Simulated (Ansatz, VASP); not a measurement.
## One calculation of Tl, two programs

```
CELL_PARAMETERS angstrom
3.50864 0.00000 0.00000
-1.75432 3.03857 0.00000
0.00000 0.00000 11.26560
ATOMIC_POSITIONS crystal
Tl 0.00000 0.00000 0.00000
Tl 0.33333 0.66667 0.25000
Tl 0.00000 0.00000 0.50000
Tl 0.66667 0.33333 0.75000
```

Alike in both runs: task single point; functional PBE; k mesh 8 × 8 × 2; no spin polarisation.

|  | VASP | Ansatz |
| --- | --- | --- |
| version | VASP 6.6.1 | Ansatz 0.2.0 |
| potentials or method | VASP PAW PBE potentials, release 64 (Tl_d) | plane waves, PAW |
| plane-wave cutoff (eV) | 520 | 420 |
| occupations | methfessel-paxton of order 1, width 0.1 eV | cold |
| valence electrons in the cell | 52 | 52 |

Ansatz gave:

```
gap on the k mesh at the Fermi level (eV)                     : none
pressure (GPa)                                                : 1.3
traceless stress, the component that is largest in VASP (GPa) : 1.45
```

Question: What did VASP give for the same quantities?

Answer: gap on the k mesh at the Fermi level (eV): none; pressure (GPa): 1.3; traceless stress, the component that is largest in VASP (GPa): 1.25.

A gap of «none» marks a metal or a gap that the smearing closes.

Spin-orbit coupling is off throughout.
